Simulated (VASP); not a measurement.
# Mo (Im-3m) in VASP: a series of runs, part 2 of 2

VASP 6.6.1. Earlier steps stand in the parts before.

## Step 3: Single point, PBEsol

This run uses another cell than the first one, of 15.32 Å³/atom, 1.017 times its volume.

File INCAR:

```
SYSTEM = Mo
PREC = Accurate
ENCUT = 520
EDIFF = 1E-7
ISMEAR = -1
SIGMA = 0.05
LREAL = .False.
LASPH = .True.
NELM = 80
ALGO = Fast
ISIF = 2
LWAVE = .False.
LCHARG = .False.
GGA = PS
NBANDS = 13
```

File KPOINTS:

```
regular mesh
0
Gamma
  12 12 12
  0 0 0
```

File POSCAR:

```
Mo
1.0
   -1.5645250306      1.5645250306      1.5645250306
    1.5645250306     -1.5645250306      1.5645250306
    1.5645250306      1.5645250306     -1.5645250306
Mo
1
Direct
    0.0000000000      0.0000000000      0.0000000000
```

Potentials or basis: VASP PAW PBE potentials, release 64 (Mo_sv).

Launch:

```sh
> cat potpaw_PBE.64/Mo_sv/POTCAR > POTCAR
> mpirun -np 1 vasp_std > vasp.out
```

OUTCAR:

```text
SYSTEM = Mo
   PREC = Accurate
   ENCUT = 520
   EDIFF = 1E-7
   ISMEAR = -1
   LREAL = .False.
   LASPH = .True.
   NELM = 80
   ISIF = 2
   GGA = PS

 ion  position               nearest neighbor table
   1  0.000  0.000  0.000-

  LATTYP: Found a body centered cubic cell.
 ALAT       =     3.1290500612

  Lattice vectors:

 A1 = (  -1.5645250306,   1.5645250306,   1.5645250306)
 A2 = (   1.5645250306,  -1.5645250306,   1.5645250306)
 A3 = (   1.5645250306,   1.5645250306,  -1.5645250306)

Analysis of symmetry for initial positions (statically):
=====================================================================
 Subroutine PRICEL returns:
 Original cell was already a primitive cell.

 Routine SETGRP: Setting up the symmetry group for a
 body centered cubic supercell.

 Subroutine GETGRP returns: Found 48 space group operations
 (whereof 48 operations were pure point group operations)
 out of a pool of 48 trial point group operations.

The static configuration has the point symmetry O_h .

Analysis of symmetry for dynamics (positions and initial velocities):
=====================================================================
 Subroutine PRICEL returns:
 Original cell was already a primitive cell.

 Routine SETGRP: Setting up the symmetry group for a
 body centered cubic supercell.

 Subroutine GETGRP returns: Found 48 space group operations
 (whereof 48 operations were pure point group operations)
 out of a pool of 48 trial point group operations.

The dynamic configuration has the point symmetry O_h .

 Subroutine INISYM returns: Found 48 space group operations
 (whereof 48 operations are pure point group operations),
 and found     1 'primitive' translations

----------------------------------------------------------------------------------------

                                     Primitive cell

  volume of cell :      15.3182

  direct lattice vectors                    reciprocal lattice vectors
    -1.564525031  1.564525031  1.564525031     0.000000000  0.319585811  0.319585811
     1.564525031 -1.564525031  1.564525031     0.319585811  0.000000000  0.319585811
     1.564525031  1.564525031 -1.564525031     0.319585811  0.319585811  0.000000000

  length of vectors
     2.709836843  2.709836843  2.709836843     0.451962588  0.451962588  0.451962588

  position of ions in fractional coordinates (direct lattice)
     0.000000000  0.000000000  0.000000000

  ion indices of the primitive-cell ions
   primitive index   ion index
                 1           1

----------------------------------------------------------------------------------------

 KPOINTS: regular mesh

Automatic generation of k-mesh.
 Grid dimensions read from file:
 generate k-points for:   12   12   12

 Generating k-lattice:

  Cartesian coordinates                     Fractional coordinates (reciprocal lattice)
     0.000000000  0.026632151  0.026632151     0.083333333  0.000000000  0.000000000
     0.026632151  0.000000000  0.026632151     0.000000000  0.083333333  0.000000000
     0.026632151  0.026632151  0.000000000     0.000000000  0.000000000  0.083333333

  Length of vectors
     0.037663549  0.037663549  0.037663549

  Shift w.r.t. Gamma in fractional coordinates (k-lattice)
     0.000000000  0.000000000  0.000000000

 Subroutine IBZKPT returns following result:
 ===========================================

 Found     72 irreducible k-points:

 Following reciprocal coordinates:
            Coordinates               Weight
  0.000000  0.000000  0.000000      1.000000
  0.083333  0.000000  0.000000     12.000000
  0.166667  0.000000  0.000000     12.000000
  0.250000  0.000000  0.000000     12.000000
  0.333333  0.000000  0.000000     12.000000
  0.416667  0.000000  0.000000     12.000000
[... 16 lines left out ...]
  0.333333  0.083333  0.083333     24.000000
  0.416667  0.083333  0.083333     12.000000
 [... further k-points ...]
   k-points           NKPTS =     72   k-points in BZ     NKDIM =     72   number of bands    NBANDS=     13
   number of dos      NEDOS =    301   number of ions     NIONS =      1
   total plane-waves  NPLWV =   8000
   dimension x,y,z NGX =    20 NGY =   20 NGZ =   20
   dimension x,y,z NGXF=    40 NGYF=   40 NGZF=   40
   ions per type =               1
   NGX,Y,Z   is equivalent  to a cutoff of  12.27, 12.27, 12.27 a.u.
   NGXF,Y,Z  is equivalent  to a cutoff of  24.54, 24.54, 24.54 a.u.
 SYSTEM =  Mo
   PREC   = accura    normal or accurate (medium, high low for compatibility)
   ISTART =      0    job   : 0-new  1-cont  2-samecut
   ICHARG =      2    charge: 1-file 2-atom 10-const
   ISPIN  =      1    spin polarized calculation?
   LNONCOLLINEAR =      F non collinear calculations
   LSORBIT =      F    spin-orbit coupling
   LASPH  =      T    aspherical Exc in radial PAW
   ENCUT  =  520.0 eV  38.22 Ry    6.18 a.u.   5.04  5.04  5.04*2*pi/ulx,y,z
   NELM   =     80;   NELMIN=  2; NELMDL= -5     # of ELM steps
   EDIFF  = 0.1E-06   stopping-criterion for ELM
   LREAL  =      F    real-space projection
   EDIFFG = 0.1E-05   stopping-criterion for IOM
   NSW    =      0    number of steps for IOM
   IBRION =     -1    ionic relax: 0-MD 1-quasi-New 2-CG
   NFREE  =      0    steps in history (QN), initial steepest desc. (CG)
   ISIF   =      2    stress and relaxation
   ISYM   =      2    0-nonsym 1-usesym 2-fastsym
   POTIM  = 0.5000    time-step for ionic-motion
   TEBEG  =    0.0;   TEEND  =   0.0 temperature during run
   PSTRESS=    0.0 pullay stress
   NELECT =      14.0000    total number of electrons
   NUPDOWN=      -1.0000    fix difference up-down
   EMIN   =  10.00;   EMAX   =-10.00  energy-range for DOS
   EFERMI =   0.00;   METHOD = LEGACY
   ISMEAR =    -1;   SIGMA  =   0.05  broadening in eV -4-tet -1-fermi 0-gaus
   EFERMI_NEDOS =   21; number of points for ismear=-14 and -15
   IALGO  =     68    algorithm
   IMIX   =      4    mixing-type and parameters
     AMIX     =   0.40;   BMIX     =  1.00
     AMIX_MAG =   1.60;   BMIX_MAG =  1.00
  volume/ion in A,a.u.               =      15.32       103.37
  Fermi-wavevector in a.u.,A,eV,Ry     =   1.588724  3.002252 34.341683  2.524042
  Thomas-Fermi vector in A             =   2.687683
   LORBIT       =      0    0 simple, 1 ext, 2 COOP (PROOUT), +10 PAW based schemes
   GGA     = PS    functional components
   LHFCALC =     F    Hartree Fock is set to
   AEXX    =    0.0000 exact exchange contribution
   IVDW    =     0    specifies the selected vdW correction
   LEPSILON=     F    determine dielectric tensor
   LRPA    =     F    only Hartree local field effects (RPA)
 non-spin polarized calculation
 RMM-DIIS sequential band-by-band and
  energy-cutoff  :      520.00
  volume of cell :       15.32
 maximum number of plane-waves:       422
   NGX =  9   NGY =  9   NGZ =  9

 number of electron      13.9999998 magnetization

 Free energy of the ion-electron system (eV)
  ---------------------------------------------------
  ext. energy  EPLUGINS =         0.00000000
  ---------------------------------------------------
  free energy    TOTEN  =       -11.79459376 eV

  energy without entropy =      -11.79232873  energy(sigma->0) =      -11.79346124

 E-fermi :  12.7327     XC(G=0): -13.6434

 val. band max:       12.6549338316   @ k =  -0.1667   0.2500   0.0833
 cond. band min:      12.7510009168   @ k =   0.5000   0.5000   0.0833
 fundamental gap:      0.0960670852
 Fermi energy:        12.7326644927

 k-point     1 :       0.0000    0.0000    0.0000
  band No.  band energies     occupation
      1     -48.4038      2.00000
      2     -21.6423      2.00000
      3     -21.6423      2.00000
      4     -21.6423      2.00000
      5       5.4419      2.00000
      6      11.3881      2.00000
      7      11.3881      2.00000
      8      11.3881      2.00000
      9      14.4770      0.00000
     10      14.4770      0.00000
     11      27.6311      0.00000
     12      27.6311      0.00000
     13      27.6311      0.00000

 k-point     2 :       0.0833    0.0000    0.0000
  band No.  band energies     occupation
      1     -48.3849      2.00000
      2     -21.7503      2.00000
      3     -21.6754      2.00000
      4     -21.6432      2.00000
      5       5.7538      2.00000
      6      11.2111      2.00000
      7      11.3540      2.00000
      8      11.6846      2.00000
      9      14.2283      0.00000
     10      14.4823      0.00000
     11      27.8612      0.00000
[... 339 lines left out ...]
 k-point    24 :       0.4167    0.0833    0.0833
  band No.  band energies     occupation
      1     -48.1084      2.00000
      2     -23.0479      2.00000
      3     -22.1924      2.00000
      4     -21.7570      2.00000
      5       7.9154      2.00000
      6       9.2835      2.00000
      7      13.1553      0.00043
      8      14.6931      0.00000
      9      15.2017      0.00000
     10      19.3570      0.00000
     11      24.1151      0.00000
     12      25.3547      0.00000
     13      29.0676      0.00000

 [... further k-points ...]
[... 5 lines left out ...]
  --------------------------------------------------------------------------------------
  -------------------------------------------------------------------------------------
  Total        0.0572580      0.0572580      0.0572580     -0.0000000      0.0000000      0.0000000
  in kB        5.9887883      5.9887883      5.9887883     -0.0000000      0.0000000      0.0000000
  external PRESSURE =       5.9887883 kB  Pullay stress =       0.0000000 kB

 VOLUME and BASIS-vectors are now :
 -----------------------------------------------------------------------------
  energy-cutoff  :      520.00
  volume of cell :       15.32
      direct lattice vectors                 reciprocal lattice vectors
    -1.564525031  1.564525031  1.564525031     0.000000000  0.319585811  0.319585811
     1.564525031 -1.564525031  1.564525031     0.319585811  0.000000000  0.319585811
     1.564525031  1.564525031 -1.564525031     0.319585811  0.319585811  0.000000000

 POSITION                                       TOTAL-FORCE (eV/Angst)
 -----------------------------------------------------------------------------------
      0.00000      0.00000      0.00000         0.000000      0.000000      0.000000
 -----------------------------------------------------------------------------------
    total drift:                                0.000000     -0.000000     -0.000000

  FREE ENERGIE OF THE ION-ELECTRON SYSTEM (eV)
  ---------------------------------------------------
  free  energy   TOTEN  =       -11.7945937596 eV

  energy  without entropy=      -11.7923287272  energy(sigma->0) =      -11.79346124
```

OSZICAR:

```text
N       E                     dE             d eps       ncg     rms          rms(c)
DAV:   1     0.901464382768E+02    0.90146E+02   -0.80586E+03  1901   0.111E+03
DAV:   2    -0.113867064314E+02   -0.10153E+03   -0.97652E+02  2122   0.309E+02
DAV:   3    -0.125323938395E+02   -0.11457E+01   -0.11434E+01  2122   0.328E+01
DAV:   4    -0.125349603494E+02   -0.25665E-02   -0.25665E-02  2042   0.187E+00
DAV:   5    -0.125349761685E+02   -0.15819E-04   -0.15819E-04  2147   0.132E-01    0.166E+01
RMM:   6    -0.118962564805E+02    0.63872E+00   -0.72541E-01  1878   0.789E+00    0.494E+00
RMM:   7    -0.117995806511E+02    0.96676E-01   -0.22063E-01  1917   0.425E+00    0.113E+00
RMM:   8    -0.117947625944E+02    0.48181E-02   -0.10573E-02  2060   0.115E+00    0.121E-01
RMM:   9    -0.117946019070E+02    0.16069E-03   -0.11126E-03  2059   0.340E-01    0.565E-02
RMM:  10    -0.117945949607E+02    0.69463E-05   -0.16122E-04  2108   0.137E-01    0.132E-02
RMM:  11    -0.117945932791E+02    0.16816E-05   -0.21180E-05  2101   0.493E-02    0.332E-03
RMM:  12    -0.117945938265E+02   -0.54744E-06   -0.49599E-06  2072   0.208E-02    0.136E-03
RMM:  13    -0.117945937596E+02    0.66966E-07   -0.80448E-07  1596   0.810E-03
   1 F= -.11794594E+02 E0= -.11793461E+02  d E =-.226503E-02
```

Wall time 13 s (1 thread of AMD EPYC 7R43 (Zen 3), shared host); peak memory 0.1 GiB.

What came out:

| Property | Result |
| --- | --- |
| Free energy | -11.7946 eV |
| Pressure | 0.6 GPa |
| Band gap on the k mesh | zero (band 7 reaches 16.92 eV, above the bottom of band 8 at 11.39 eV) |

Caveat: the PAW data sets were made with another functional, which shifts forces and pressure a little.
